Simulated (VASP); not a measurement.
# Al (Im-3m) in VASP: notebook

Al is run at these levels: PBE; tasks: single point.

All numbers are computed with VASP 6.6.1; they aren't measurements. Logs are shortened: lines on timing, memory, paths and dates and some standing lists are left out, and cuts for length are marked.

### 1 The cell of the first run

The structure is cubic, space group Im-3m (No. 229). The conventional cell has a = 2.568 Å, b = 2.568 Å, c = 2.568 Å, α = 90.00°, β = 90.00°, γ = 90.00°. Al (site symmetry m-3m) has 14 Al at 2.22 to 2.57 Å within 2.9 Å.

### 2 Single point, PBE (volume scaled by 0.5)

INCAR

```
PREC     = Accurate       # precision mode
ENCUT    = 520            # plane-wave cutoff, eV
EDIFF    = 1E-7           # SCF threshold, eV
ISMEAR   = -1             # smearing method
SIGMA    = 0.1            # smearing width, eV
LREAL    = F              # projectors in reciprocal space
LASPH    = T              # aspherical terms in the spheres
NELM     = 80             # most SCF steps
ALGO     = Normal         # electronic algorithm
ISIF     = 2              # what is computed and relaxed
LWAVE    = F              # write WAVECAR
LCHARG   = T              # write CHGCAR
GGA      = PE             # functional
LELF     = T              # ELF
LVHAR    = T            
NBANDS   = 8              # bands
```

KPOINTS

```
regular mesh
0
Gamma
  18 18 18
```

POSCAR

```
Al
1.0
   -1.2840965743      1.2840965743      1.2840965743
    1.2840965743     -1.2840965743      1.2840965743
    1.2840965743      1.2840965743     -1.2840965743
Al
1
Direct
    0.0000000000      0.0000000000      0.0000000000
```

Potentials or basis: VASP PAW PBE potentials, release 64 (Al).

Command:

```sh
> cat potpaw_PBE.64/Al/POTCAR > POTCAR
> mpirun -np 1 vasp_std > vasp.out
```

OUTCAR:

```text
PREC = Accurate
   ENCUT = 520
   EDIFF = 1E-7
   ISMEAR = -1
   LREAL = F
   LASPH = T
   NELM = 80
   ISIF = 2
   GGA = PE

 ion  position               nearest neighbor table
   1  0.000  0.000  0.000-

  LATTYP: Found a body centered cubic cell.
 ALAT       =     2.5681931486

  Lattice vectors:

 A1 = (  -1.2840965743,   1.2840965743,   1.2840965743)
 A2 = (   1.2840965743,  -1.2840965743,   1.2840965743)
 A3 = (   1.2840965743,   1.2840965743,  -1.2840965743)

Analysis of symmetry for initial positions (statically):
=====================================================================
 Subroutine PRICEL returns:
 Original cell was already a primitive cell.

 Routine SETGRP: Setting up the symmetry group for a
 body centered cubic supercell.

 Subroutine GETGRP returns: Found 48 space group operations
 (whereof 48 operations were pure point group operations)
 out of a pool of 48 trial point group operations.

The static configuration has the point symmetry O_h .

Analysis of symmetry for dynamics (positions and initial velocities):
=====================================================================
 Subroutine PRICEL returns:
 Original cell was already a primitive cell.

 Routine SETGRP: Setting up the symmetry group for a
 body centered cubic supercell.

 Subroutine GETGRP returns: Found 48 space group operations
 (whereof 48 operations were pure point group operations)
 out of a pool of 48 trial point group operations.

The dynamic configuration has the point symmetry O_h .

 Subroutine INISYM returns: Found 48 space group operations
 (whereof 48 operations are pure point group operations),
 and found     1 'primitive' translations

----------------------------------------------------------------------------------------

                                     Primitive cell

  volume of cell :       8.4694

  direct lattice vectors                    reciprocal lattice vectors
    -1.284096574  1.284096574  1.284096574     0.000000000  0.389378813  0.389378813
     1.284096574 -1.284096574  1.284096574     0.389378813  0.000000000  0.389378813
     1.284096574  1.284096574 -1.284096574     0.389378813  0.389378813  0.000000000

  length of vectors
     2.224120509  2.224120509  2.224120509     0.550664798  0.550664798  0.550664798

  position of ions in fractional coordinates (direct lattice)
     0.000000000  0.000000000  0.000000000

  ion indices of the primitive-cell ions
   primitive index   ion index
                 1           1

----------------------------------------------------------------------------------------

 KPOINTS: regular mesh

Automatic generation of k-mesh.
 Grid dimensions read from file:
 generate k-points for:   18   18   18

 Generating k-lattice:

  Cartesian coordinates                     Fractional coordinates (reciprocal lattice)
     0.000000000  0.021632156  0.021632156     0.055555556  0.000000000  0.000000000
     0.021632156  0.000000000  0.021632156     0.000000000  0.055555556  0.000000000
     0.021632156  0.021632156  0.000000000     0.000000000  0.000000000  0.055555556

  Length of vectors
     0.030592489  0.030592489  0.030592489

  Shift w.r.t. Gamma in fractional coordinates (k-lattice)
     0.000000000  0.000000000  0.000000000

 Subroutine IBZKPT returns following result:
 ===========================================

 Found    195 irreducible k-points:

 Following reciprocal coordinates:
            Coordinates               Weight
  0.000000  0.000000  0.000000      1.000000
  0.055556  0.000000  0.000000     12.000000
  0.111111  0.000000  0.000000     12.000000
  0.166667  0.000000  0.000000     12.000000
  0.222222  0.000000  0.000000     12.000000
  0.277778  0.000000  0.000000     12.000000
[... 16 lines left out ...]
  0.333333  0.111111  0.000000     48.000000
  0.388889  0.111111  0.000000     48.000000
 [... further k-points ...]
   k-points           NKPTS =    195   k-points in BZ     NKDIM =    195   number of bands    NBANDS=      8
   number of dos      NEDOS =    301   number of ions     NIONS =      1
   total plane-waves  NPLWV =   5832
   dimension x,y,z NGX =    18 NGY =   18 NGZ =   18
   dimension x,y,z NGXF=    36 NGYF=   36 NGZF=   36
   ions per type =               1
   NGX,Y,Z   is equivalent  to a cutoff of  13.45, 13.45, 13.45 a.u.
   NGXF,Y,Z  is equivalent  to a cutoff of  26.91, 26.91, 26.91 a.u.
 SYSTEM =  unknown system
   PREC   = accura    normal or accurate (medium, high low for compatibility)
   ISTART =      0    job   : 0-new  1-cont  2-samecut
   ICHARG =      2    charge: 1-file 2-atom 10-const
   ISPIN  =      1    spin polarized calculation?
   LNONCOLLINEAR =      F non collinear calculations
   LSORBIT =      F    spin-orbit coupling
   LASPH  =      T    aspherical Exc in radial PAW
   ENCUT  =  520.0 eV  38.22 Ry    6.18 a.u.   4.14  4.14  4.14*2*pi/ulx,y,z
   NELM   =     80;   NELMIN=  2; NELMDL= -5     # of ELM steps
   EDIFF  = 0.1E-06   stopping-criterion for ELM
   LREAL  =      F    real-space projection
   EDIFFG = 0.1E-05   stopping-criterion for IOM
   NSW    =      0    number of steps for IOM
   IBRION =     -1    ionic relax: 0-MD 1-quasi-New 2-CG
   NFREE  =      0    steps in history (QN), initial steepest desc. (CG)
   ISIF   =      2    stress and relaxation
   ISYM   =      2    0-nonsym 1-usesym 2-fastsym
   POTIM  = 0.5000    time-step for ionic-motion
   TEBEG  =    0.0;   TEEND  =   0.0 temperature during run
   PSTRESS=    0.0 pullay stress
   NELECT =       3.0000    total number of electrons
   NUPDOWN=      -1.0000    fix difference up-down
   EMIN   =  10.00;   EMAX   =-10.00  energy-range for DOS
   EFERMI =   0.00;   METHOD = LEGACY
   ISMEAR =    -1;   SIGMA  =   0.10  broadening in eV -4-tet -1-fermi 0-gaus
   EFERMI_NEDOS =   21; number of points for ismear=-14 and -15
   IALGO  =     38    algorithm
   IMIX   =      4    mixing-type and parameters
     AMIX     =   0.40;   BMIX     =  1.00
     AMIX_MAG =   1.60;   BMIX_MAG =  1.00
  volume/ion in A,a.u.               =       8.47        57.15
  Fermi-wavevector in a.u.,A,eV,Ry     =   1.158326  2.188919 18.255205  1.341720
  Thomas-Fermi vector in A             =   2.294929
   LORBIT       =      0    0 simple, 1 ext, 2 COOP (PROOUT), +10 PAW based schemes
   GGA     = PE    functional components
   LHFCALC =     F    Hartree Fock is set to
   AEXX    =    0.0000 exact exchange contribution
   IVDW    =     0    specifies the selected vdW correction
   LEPSILON=     F    determine dielectric tensor
   LRPA    =     F    only Hartree local field effects (RPA)
 non-spin polarized calculation
  energy-cutoff  :      520.00
  volume of cell :        8.47
 maximum number of plane-waves:       236
 NGX is ok and might be reduce to    18
   NGX =  9   NGY =  9   NGZ =  9

 number of electron       3.0000000 magnetization

 Free energy of the ion-electron system (eV)
  ---------------------------------------------------
  ext. energy  EPLUGINS =         0.00000000
  ---------------------------------------------------
  free energy    TOTEN  =        -0.69543222 eV

  energy without entropy =       -0.68680167  energy(sigma->0) =       -0.69111695

 E-fermi :  16.9375     XC(G=0): -12.9090

 val. band max:       16.9079943315   @ k =   0.2222   0.2222   0.1111
 cond. band min:      16.9463003800   @ k =  -0.3889   0.4444   0.2222
 fundamental gap:      0.0383060484
 Fermi energy:        16.9374612192

 k-point     1 :       0.0000    0.0000    0.0000
  band No.  band energies     occupation
      1       0.5713      2.00000
      2      35.2058      0.00000
      3      35.2058      0.00000
      4      35.2058      0.00000
      5      39.5903      0.00000
      6      39.5903      0.00000
      7      42.4480      0.00000
      8      42.4480      0.00000

 k-point     2 :       0.0556    0.0000    0.0000
  band No.  band energies     occupation
      1       0.7090      2.00000
      2      34.1074      0.00000
      3      34.5488      0.00000
      4      35.0623      0.00000
      5      38.2834      0.00000
      6      38.7529      0.00000
      7      43.3333      0.00000
      8      43.3838      0.00000

 k-point     3 :       0.1111    0.0000    0.0000
  band No.  band energies     occupation
      1       1.1204      2.00000
      2      31.2398      0.00000
      3      33.1620      0.00000
      4      34.6904      0.00000
      5      37.3884      0.00000
      6      37.7138      0.00000
      7      44.4090      0.00000
      8      44.7105      0.00000

 k-point     4 :       0.1667    0.0000    0.0000
  band No.  band energies     occupation
      1       1.8006      2.00000
      2      27.9399      0.00000
      3      31.6714      0.00000
      4      34.2081      0.00000
      5      36.1114      0.00000
      6      37.5898      0.00000
      7      44.6511      0.00000
      8      44.9213      0.00000

 k-point     5 :       0.2222    0.0000    0.0000
  band No.  band energies     occupation
      1       2.7417      2.00000
      2      24.6969      0.00000
      3      30.3081      0.00000
      4      33.7160      0.00000
      5      35.0205      0.00000
      6      37.4335      0.00000
      7      44.8882      0.00000
      8      45.3110      0.00000
[... 177 lines left out ...]
 k-point    22 :       0.2778    0.1111   -0.0000
  band No.  band energies     occupation
      1       5.7418      2.00000
      2      18.9644      0.00000
      3      25.3353      0.00000
      4      31.8697      0.00000
      5      34.9965      0.00000
      6      39.6892      0.00000
      7      43.7310      0.00000
      8      49.1261      0.00000

 k-point    23 :       0.3333    0.1111    0.0000
  band No.  band energies     occupation
      1       7.3702      2.00000
      2      16.3446      1.99469
      3      24.7108      0.00000
      4      31.4554      0.00000
      5      34.6050      0.00000
      6      39.6256      0.00000
      7      44.2333      0.00000
      8      50.0309      0.00000

 k-point    24 :       0.3889    0.1111    0.0000
  band No.  band energies     occupation
      1       9.1476      2.00000
      2      13.9726      2.00000
      3      24.3367      0.00000
      4      31.1965      0.00000
      5      34.3560      0.00000
      6      39.5230      0.00000
      7      44.8102      0.00000
      8      50.5207      0.00000

 [... further k-points ...]
[... 5 lines left out ...]
  --------------------------------------------------------------------------------------
  -------------------------------------------------------------------------------------
  Total       10.7252200     10.7252200     10.7252200     -0.0000000      0.0000000     -0.0000000
  in kB     2028.9144701   2028.9144701   2028.9144701     -0.0000000      0.0000000     -0.0000000
  external PRESSURE =    2028.9144701 kB  Pullay stress =       0.0000000 kB

 VOLUME and BASIS-vectors are now :
 -----------------------------------------------------------------------------
  energy-cutoff  :      520.00
  volume of cell :        8.47
      direct lattice vectors                 reciprocal lattice vectors
    -1.284096574  1.284096574  1.284096574     0.000000000  0.389378813  0.389378813
     1.284096574 -1.284096574  1.284096574     0.389378813  0.000000000  0.389378813
     1.284096574  1.284096574 -1.284096574     0.389378813  0.389378813  0.000000000

 POSITION                                       TOTAL-FORCE (eV/Angst)
 -----------------------------------------------------------------------------------
      0.00000      0.00000      0.00000        -0.000000     -0.000000     -0.000000
 -----------------------------------------------------------------------------------
    total drift:                                0.000000     -0.000000      0.000000

  FREE ENERGIE OF THE ION-ELECTRON SYSTEM (eV)
  ---------------------------------------------------
  free  energy   TOTEN  =        -0.6954322186 eV

  energy  without entropy=       -0.6868016748  energy(sigma->0) =       -0.69111695
```

Run time: 7.8 s. Hardware: 1 thread of Intel Xeon Platinum 8488C (Sapphire Rapids), shared host; peak memory 0.12 GiB.

Results:

```
Free energy : -0.6954 eV
Pressure    : 202.9 GPa
```

Levels at points of the mesh, in eV from the Fermi level:
```csv
k point,band 1,band 2,band 3,band 4,band 5,band 6
"(0.00, 0.00, 0.00)",-16.37,18.27,18.27,18.27,22.65,22.65
"(0.50, 0.00, 0.00)",-6.83,-4.81,10.11,15.51,15.66,19.04
"(0.50, 0.50, 0.50)",1.50,1.50,4.05,4.05,4.05,17.15
```

(Continued in part 2 of 2.)
